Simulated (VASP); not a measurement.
# AlN (P1) in VASP: notebook

AlN is run at these levels: PBEsol; tasks: single point.

Program: VASP 6.6.1. These are calculated values, not measurements. Logs are shortened: lines on timing, memory, paths and dates and some standing lists are left out, and cuts for length are marked.

### 1 The cell of the first run

The typed cell holds 4 atoms: a = 3.111 Å, b = 3.111 Å, c = 4.978 Å, α = 90.00°, β = 90.00°, γ = 120.00°.

### 2 Single point, PBEsol (atom 3 (N) moved by (-0.600, +0.000) A along x and y)

The input, INCAR:

```
SYSTEM = AlN
ALGO = Normal ; EDIFF = 1E-6
ENCUT = 600 ; GGA = PS
GGA_COMPAT = .FALSE. ; ISIF = 2
ISMEAR = 0 ; LASPH = .TRUE.
LCHARG = .FALSE. ; LREAL = .FALSE.
LWAVE = .FALSE. ; NBANDS = 16
NELM = 120 ; PREC = Accurate
SIGMA = 0.05
```

The input, KPOINTS:

```
k-points
0
G
  12 12 6
  0 0 0
```

The input, POSCAR:

```
AlN
1.0
    3.1110021516      0.0000000000      0.0000000000
   -1.5555010758      2.6942068945      0.0000000000
    0.0000000000      0.0000000000      4.9780000000
Al N
2 2
Direct
    0.3333333333      0.6666666667      0.0000000000
    0.6666666667      0.3333333333      0.5000000000
    0.1404694359      0.6666666667      0.3850000000
    0.6666666667      0.3333333333      0.8850000000
```

Potentials or basis: VASP PAW PBE potentials, release 64 (Al, N).

The run is started by

```bash
$ cat potpaw_PBE.64/Al/POTCAR potpaw_PBE.64/N/POTCAR > POTCAR
$ mpirun -np 1 vasp_std > vasp.out
```

OUTCAR:

```text
SYSTEM = AlN
   EDIFF = 1E-6
   ENCUT = 600
   GGA = PS
   ISIF = 2
   ISMEAR = 0
   LASPH = .TRUE.
   LREAL = .FALSE.
   NELM = 120
   PREC = Accurate

 ion  position               nearest neighbor table
   1  0.333  0.667  0.000-   4 1.89   4 1.89   4 1.89   3 2.01   2 3.07   2 3.07   2 3.07   2 3.07
                             2 3.07   2 3.07
   2  0.667  0.333  0.500-   3 1.43   4 1.92   3 1.98   3 2.40   1 3.07   1 3.07   1 3.07   1 3.07
                             1 3.07   1 3.07
   3  0.140  0.667  0.385-   2 1.43   2 1.98   1 2.01   2 2.40
   4  0.667  0.333  0.885-   1 1.89   1 1.89   1 1.89   2 1.92

  LATTYP: Found a hexagonal cell.
 ALAT       =     3.1110021516
 C/A-ratio  =     1.6001274694

  Lattice vectors:

 A1 = (   3.1110021516,   0.0000000000,   0.0000000000)
 A2 = (  -1.5555010758,   2.6942068945,   0.0000000000)
 A3 = (   0.0000000000,   0.0000000000,   4.9780000000)

Analysis of symmetry for initial positions (statically):
=====================================================================
 Subroutine PRICEL returns:
 Original cell was already a primitive cell.

 Routine SETGRP: Setting up the symmetry group for a
 hexagonal supercell.

 Subroutine GETGRP returns: Found  1 space group operations
 (whereof  1 operations were pure point group operations)
 out of a pool of 24 trial point group operations.

The static configuration has the point symmetry C_1 .

Analysis of symmetry for dynamics (positions and initial velocities):
=====================================================================
 Subroutine PRICEL returns:
 Original cell was already a primitive cell.

 Routine SETGRP: Setting up the symmetry group for a
 hexagonal supercell.

 Subroutine GETGRP returns: Found  1 space group operations
 (whereof  1 operations were pure point group operations)
 out of a pool of 24 trial point group operations.

The dynamic configuration has the point symmetry C_1 .

 Subroutine INISYM returns: Found  1 space group operations
 (whereof  1 operations are pure point group operations),
 and found     1 'primitive' translations

----------------------------------------------------------------------------------------

                                     Primitive cell

  volume of cell :      41.7240

  direct lattice vectors                    reciprocal lattice vectors
     3.111002152  0.000000000  0.000000000     0.321439829  0.185583372  0.000000000
    -1.555501076  2.694206895  0.000000000     0.000000000  0.371166744  0.000000000
     0.000000000  0.000000000  4.978000000     0.000000000  0.000000000  0.200883889

  length of vectors
     3.111002152  3.111002152  4.978000000     0.371166744  0.371166744  0.200883889

  position of ions in fractional coordinates (direct lattice)
     0.333333333  0.666666667  0.000000000
     0.666666667  0.333333333  0.500000000
     0.140469436  0.666666667  0.385000000
     0.666666667  0.333333333  0.885000000

  ion indices of the primitive-cell ions
   primitive index   ion index
                 1           1
                 2           2
                 3           3
                 4           4

----------------------------------------------------------------------------------------

 KPOINTS: k-points

Automatic generation of k-mesh.
 Grid dimensions read from file:
 generate k-points for:   12   12    6

 Generating k-lattice:

  Cartesian coordinates                     Fractional coordinates (reciprocal lattice)
     0.026786652  0.015465281  0.000000000     0.083333333  0.000000000  0.000000000
     0.000000000  0.030930562  0.000000000     0.000000000  0.083333333  0.000000000
     0.000000000  0.000000000  0.033480648     0.000000000  0.000000000  0.166666667

  Length of vectors
     0.030930562  0.030930562  0.033480648

  Shift w.r.t. Gamma in fractional coordinates (k-lattice)
     0.000000000  0.000000000  0.000000000

 Subroutine IBZKPT returns following result:
 ===========================================

 Found    436 irreducible k-points:

 Following reciprocal coordinates:
            Coordinates               Weight
  0.000000  0.000000  0.000000      1.000000
  0.083333  0.000000  0.000000      2.000000
  0.000000  0.083333  0.000000      2.000000
 -0.083333  0.083333  0.000000      2.000000
  0.166667 -0.000000  0.000000      2.000000
  0.000000  0.166667  0.000000      2.000000
[... 16 lines left out ...]
  0.166667  0.083333  0.000000      2.000000
 -0.083333  0.250000  0.000000      2.000000
 [... further k-points ...]
   k-points           NKPTS =    436   k-points in BZ     NKDIM =    436   number of bands    NBANDS=     16
   number of dos      NEDOS =    301   number of ions     NIONS =      4
   total plane-waves  NPLWV =  31360
   dimension x,y,z NGX =    28 NGY =   28 NGZ =   40
   dimension x,y,z NGXF=    56 NGYF=   56 NGZF=   80
   ions per type =               2   2
   NGX,Y,Z   is equivalent  to a cutoff of  14.96, 14.96, 13.36 a.u.
   NGXF,Y,Z  is equivalent  to a cutoff of  29.93, 29.93, 26.72 a.u.
 SYSTEM =  AlN
   PREC   = accura    normal or accurate (medium, high low for compatibility)
   ISTART =      0    job   : 0-new  1-cont  2-samecut
   ICHARG =      2    charge: 1-file 2-atom 10-const
   ISPIN  =      1    spin polarized calculation?
   LNONCOLLINEAR =      F non collinear calculations
   LSORBIT =      F    spin-orbit coupling
   LASPH  =      T    aspherical Exc in radial PAW
   ENCUT  =  600.0 eV  44.10 Ry    6.64 a.u.   6.21  6.21  9.94*2*pi/ulx,y,z
   NELM   =    120;   NELMIN=  2; NELMDL= -5     # of ELM steps
   EDIFF  = 0.1E-05   stopping-criterion for ELM
   LREAL  =      F    real-space projection
   EDIFFG = 0.1E-04   stopping-criterion for IOM
   NSW    =      0    number of steps for IOM
   IBRION =     -1    ionic relax: 0-MD 1-quasi-New 2-CG
   NFREE  =      0    steps in history (QN), initial steepest desc. (CG)
   ISIF   =      2    stress and relaxation
   ISYM   =      2    0-nonsym 1-usesym 2-fastsym
   POTIM  = 0.5000    time-step for ionic-motion
   TEBEG  =    0.0;   TEEND  =   0.0 temperature during run
   PSTRESS=    0.0 pullay stress
   NELECT =      16.0000    total number of electrons
   NUPDOWN=      -1.0000    fix difference up-down
   EMIN   =  10.00;   EMAX   =-10.00  energy-range for DOS
   EFERMI =   0.00;   METHOD = LEGACY
   ISMEAR =     0;   SIGMA  =   0.05  broadening in eV -4-tet -1-fermi 0-gaus
   EFERMI_NEDOS =   21; number of points for ismear=-14 and -15
   IALGO  =     38    algorithm
   IMIX   =      4    mixing-type and parameters
     AMIX     =   0.40;   BMIX     =  1.00
     AMIX_MAG =   1.60;   BMIX_MAG =  1.00
  volume/ion in A,a.u.               =      10.43        70.39
  Fermi-wavevector in a.u.,A,eV,Ry     =   1.189377  2.247596 19.247033  1.414617
  Thomas-Fermi vector in A             =   2.325485
   LORBIT       =      0    0 simple, 1 ext, 2 COOP (PROOUT), +10 PAW based schemes
   GGA     = PS    functional components
   LHFCALC =     F    Hartree Fock is set to
   AEXX    =    0.0000 exact exchange contribution
   IVDW    =     0    specifies the selected vdW correction
   LEPSILON=     F    determine dielectric tensor
   LRPA    =     F    only Hartree local field effects (RPA)
 non-spin polarized calculation
 Gauss-broadening in eV      SIGMA  =   0.05
  energy-cutoff  :      600.00
  volume of cell :       41.72
 maximum number of plane-waves:      1412
 NGX is ok and might be reduce to    28
   NGX = 13   NGY = 13   NGZ = 19

 number of electron      16.0000001 magnetization

 Free energy of the ion-electron system (eV)
  ---------------------------------------------------
  ext. energy  EPLUGINS =         0.00000000
  ---------------------------------------------------
  free energy    TOTEN  =       -27.49098749 eV

  energy without entropy =      -27.49098749  energy(sigma->0) =      -27.49098749

 E-fermi :   6.7262     XC(G=0): -11.0856

 val. band max:        6.5285106876   @ k =   0.0000   0.0000   0.0000
 cond. band min:       9.6697264106   @ k =   0.0000   0.0000   0.0000
 fundamental gap:      3.1412157230
 Fermi energy:         6.7261611329

 k-point     1 :       0.0000    0.0000    0.0000
  band No.  band energies     occupation
      1      -9.1268      2.00000
      2      -6.9334      2.00000
      3       0.0083      2.00000
      4       4.5472      2.00000
      5       5.3489      2.00000
      6       5.6470      2.00000
[... 8 lines left out ...]
     15      19.1954      0.00000
     16      20.2367      0.00000

 k-point     2 :       0.0833    0.0000    0.0000
  band No.  band energies     occupation
      1      -9.0363      2.00000
      2      -6.8844      2.00000
      3       0.1163      2.00000
      4       4.2303      2.00000
      5       5.1363      2.00000
      6       5.3768      2.00000
[... 8 lines left out ...]
     15      19.0381      0.00000
     16      19.6335      0.00000

 k-point     3 :       0.0000    0.0833    0.0000
  band No.  band energies     occupation
      1      -9.0383      2.00000
      2      -6.8820      2.00000
      3       0.1135      2.00000
      4       4.2541      2.00000
      5       5.1084      2.00000
      6       5.4844      2.00000
[... 8 lines left out ...]
     15      19.1419      0.00000
     16      19.5609      0.00000

 k-point     4 :      -0.0833    0.0833    0.0000
  band No.  band energies     occupation
      1      -9.0420      2.00000
      2      -6.8783      2.00000
      3       0.1076      2.00000
      4       4.3668      2.00000
      5       4.9214      2.00000
      6       5.5843      2.00000
[... 8 lines left out ...]
     15      19.1917      0.00000
     16      19.6361      0.00000
[... 324 lines left out ...]
 k-point    22 :      -0.1667    0.0833    0.0000
  band No.  band energies     occupation
      1      -8.8688      2.00000
      2      -6.7825      2.00000
      3       0.3144      2.00000
      4       3.7980      2.00000
      5       4.4123      2.00000
      6       5.2878      2.00000
[... 8 lines left out ...]
     15      18.7305      0.00000
     16      19.4847      0.00000

 k-point    23 :       0.1667    0.0833    0.0000
  band No.  band energies     occupation
      1      -8.5148      2.00000
      2      -6.6455      2.00000
      3       0.7558      2.00000
      4       2.8308      2.00000
      5       3.7927      2.00000
      6       4.7213      2.00000
[... 8 lines left out ...]
     15      18.4779      0.00000
     16      19.1146      0.00000

 k-point    24 :      -0.0833    0.2500    0.0000
  band No.  band energies     occupation
      1      -8.5517      2.00000
      2      -6.6019      2.00000
      3       0.6986      2.00000
      4       2.8918      2.00000
      5       3.7295      2.00000
      6       4.9677      2.00000
[... 8 lines left out ...]
     15      19.6599      0.00000
     16      20.3192      0.00000

 [... further k-points ...]

------------------------ aborting loop because EDIFF is reached ----------------------------------------

  FORCE on cell =-STRESS in cart. coord.  units (eV):
  Direction    XX          YY          ZZ          XY          YZ          ZX
  --------------------------------------------------------------------------------------
  -------------------------------------------------------------------------------------
  Total        9.8103821      9.5085503      3.6945297     11.5714764     -7.1535635     -6.5560660
  in kB      376.7127834    365.1226247    141.8677216    444.3377467   -274.6925435   -251.7489979
  external PRESSURE =     294.5677099 kB  Pullay stress =       0.0000000 kB

 VOLUME and BASIS-vectors are now :
 -----------------------------------------------------------------------------
  energy-cutoff  :      600.00
  volume of cell :       41.72
      direct lattice vectors                 reciprocal lattice vectors
     3.111002152  0.000000000  0.000000000     0.321439829  0.185583372  0.000000000
    -1.555501076  2.694206895  0.000000000     0.000000000  0.371166744  0.000000000
     0.000000000  0.000000000  4.978000000     0.000000000  0.000000000  0.200883889

 POSITION                                       TOTAL-FORCE (eV/Angst)
 -----------------------------------------------------------------------------------
     -0.00000      1.79614      0.00000        -0.884374      0.056293      0.739526
      1.55550      0.89807      2.48900       -13.942680    -12.587433      7.698890
     -0.60000      1.79614      1.91653        15.275789     12.835641     -8.099576
      1.55550      0.89807      4.40553        -0.448734     -0.304502     -0.338840
 -----------------------------------------------------------------------------------
    total drift:                                0.001275      0.000818      0.000313

  FREE ENERGIE OF THE ION-ELECTRON SYSTEM (eV)
  ---------------------------------------------------
  free  energy   TOTEN  =       -27.4909874867 eV

  energy  without entropy=      -27.4909874867  energy(sigma->0) =      -27.49098749
```

Wall time 6.6 min (1 thread of Intel Xeon 8259CL, shared host); peak memory 0.41 GiB.

What came out:

| Quantity | Value |
| --- | --- |
| Free energy | -27.4910 eV |
| Pressure | 29.5 GPa |
| Largest force | 21.534 eV/Å |
| Band gap on the k mesh | 3.14 eV |

Forces on the atoms (eV/Å):
```
Al   -0.884   0.056   0.740
Al  -13.943 -12.587   7.699
N    15.276  12.836  -8.100
N    -0.449  -0.305  -0.339
```

Stress tensor (GPa, compression positive):
```
 37.67  44.43 -25.17
 44.43  36.51 -27.47
-25.17 -27.47  14.19
```

Levels at points of the mesh, in eV from the valence-band top:
```tsv
k point	band 4	band 5	band 6	band 7	band 8	band 9	band 10	band 11	band 12	band 13
(0.00, 0.00, 0.00)	-1.98	-1.18	-0.88	-0.53	0.00	3.14	5.93	8.87	10.15	11.21
(0.50, 0.00, 0.00)	-5.14	-3.39	-2.85	-2.36	-1.02	4.70	6.74	7.53	8.07	9.82
(0.00, 0.50, 0.00)	-4.59	-3.93	-2.25	-2.07	-1.37	4.80	5.60	6.60	8.84	9.73
(0.50, 0.50, 0.00)	-4.42	-3.90	-2.76	-1.57	-0.85	3.30	5.76	6.74	9.13	10.05
(0.00, 0.00, 0.50)	-3.64	-1.66	-1.16	-1.07	-0.22	4.84	5.62	9.19	9.84	10.75
(0.50, 0.00, 0.50)	-6.24	-2.16	-1.73	-1.42	-1.16	4.07	4.23	7.81	8.60	9.77
(0.00, 0.50, 0.50)	-6.03	-2.38	-1.91	-1.72	-1.14	4.05	4.66	7.60	8.33	10.33
(0.50, 0.50, 0.50)	-5.44	-2.73	-2.32	-2.28	-1.77	5.34	5.55	7.22	7.94	11.30
```

Caveat: the cell differs from its parent crystal (atom 3 (N) moved by (-0.600, +0.000) A along x and y); the cell stands under pressure; the PAW data sets were made with another functional, which shifts forces and pressure a little.

(Part 1 of 2 ends here.)
